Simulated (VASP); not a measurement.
Write the native input for VASP 6.6.1 that does the following.

```yaml
Task: single point
Functional: PBE
Potentials_or_basis: VASP PAW PBE potentials, release 64 (Pb_d, O)
Cutoff: 520 eV
k_mesh: 4 × 4 × 4
Occupations: gaussian, width 0.01 eV
Spin: no spin polarisation
Dipole_correction: no
Further_INCAR_settings: ALGO = Normal; EDIFF = 1e-07; NBANDS = 28
```

The structure of PbO (Litharge) lies in POSCAR:

```
PbO
1.0
    4.1436102933      0.0000000000      0.0000000000
    0.0000000000      4.1436102933      0.0000000000
    0.0000000000      0.0000000000      5.2028790901
Pb O
2 2
Direct
    0.0000000000      0.5000000000      0.2400000000
    0.5000000000      0.0000000000      0.7600000000
    0.0000000000      0.0000000000      0.0000000000
    0.5000000000      0.5000000000      0.0000000000
```

These files were run (other wordings do the same):

INCAR

```
SYSTEM = PbO
PREC = Accurate
ENCUT = 520
EDIFF = 1E-7
ISMEAR = 0
SIGMA = 0.01
LREAL = .False.
LASPH = .True.
NELM = 60
ALGO = Normal
ISIF = 2
LWAVE = .False.
LCHARG = .True.
GGA = PE
LELF = .True.
LVHAR = .True.
NBANDS = 28
```

KPOINTS

```
Automatic mesh
0
Gamma
  4 4 4
  0 0 0
```

Potentials or basis: VASP PAW PBE potentials, release 64 (Pb_d, O).

Launch:

```bash
$ cat potpaw_PBE.64/Pb_d/POTCAR potpaw_PBE.64/O/POTCAR > POTCAR
$ mpirun -np 1 vasp_std > vasp.out
```

It gave:

```
Pressure               : -4.7 GPa
Largest force          : 1.242 eV/Å
Band gap on the k mesh : 1.30 eV, indirect (least direct gap 1.79 eV)
```

Caveat: spin-orbit coupling is left out, which moves the levels of the heavy elements; forces of over 1 eV/Å act on the atoms, so gaps and moduli don't describe the material at rest.

Wall time 20 s on 1 thread of Intel(R) Xeon(R) 6975P-C (Granite Rapids) (shared host), peak memory 0.2 GiB.
